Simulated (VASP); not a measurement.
ZrSi2: single point with r2SCAN

The system is ZrSi2.

```
Zr Si
1.0
    -2.25415    2.43284    0.00000
     2.25415    0.00000    4.62132
     2.25415    2.43284    0.00000
Zr Si
1 2
Direct
  0.00000 0.00000 0.00000
  0.32200 0.64400 0.67800
  0.67800 0.35600 0.32200
```

- Program: VASP 6.6.1
- Task: single point
- Functional: r2SCAN
- Potentials or basis: VASP PAW PBE potentials, release 64 (Zr_sv, Si)
- Cutoff: 520 eV
- k mesh: 10 × 10 × 10
- Occupations: fermi-dirac, width 0.1 eV
- Spin: no spin polarisation
- Dipole correction: no
- Further INCAR settings: ALGO = Normal; EDIFF = 1e-06; NBANDS = 17

```
Pressure               : -2.9 GPa
Largest force          : 0.913 eV/Å
Band gap on the k mesh : zero (bands 10 and 11 overlap by 1.87 eV)
```

Forces on the atoms (eV/Å):
```
Zr   0.000  0.000  0.000
Si   0.000  0.000 -0.913
Si   0.000  0.000  0.913
```

Stress tensor (GPa, compression positive):
```
-0.73  0.00  0.00
 0.00 -3.94  0.00
 0.00  0.00 -3.97
```

Levels at points of the mesh, in eV from the Fermi level:
```csv
k point,band 7,band 8,band 9,band 10,band 11,band 12,band 13,band 14
"(0.00, 0.00, 0.00)",-4.70,-1.51,-1.02,-0.35,3.10,3.63,3.89,4.76
"(0.50, 0.00, 0.00)",-4.01,-3.59,-1.13,0.31,2.12,2.93,3.78,4.27
"(0.00, 0.50, 0.00)",-1.38,-0.71,-0.18,0.66,1.08,2.04,2.10,3.69
"(0.50, 0.00, 0.50)",-5.02,-4.77,-3.49,-1.91,0.54,1.20,3.71,4.20
"(0.50, 0.50, 0.50)",-5.71,-4.55,-2.92,-1.87,-0.30,1.72,3.62,3.71
```

Run time: 4.6 min on 1 thread of Intel(R) Xeon(R) Platinum 8488C (Sapphire Rapids), on a shared host, peak memory 0.28 GiB.

Caveat: the PAW data sets were made with another functional, which shifts forces and pressure a little.
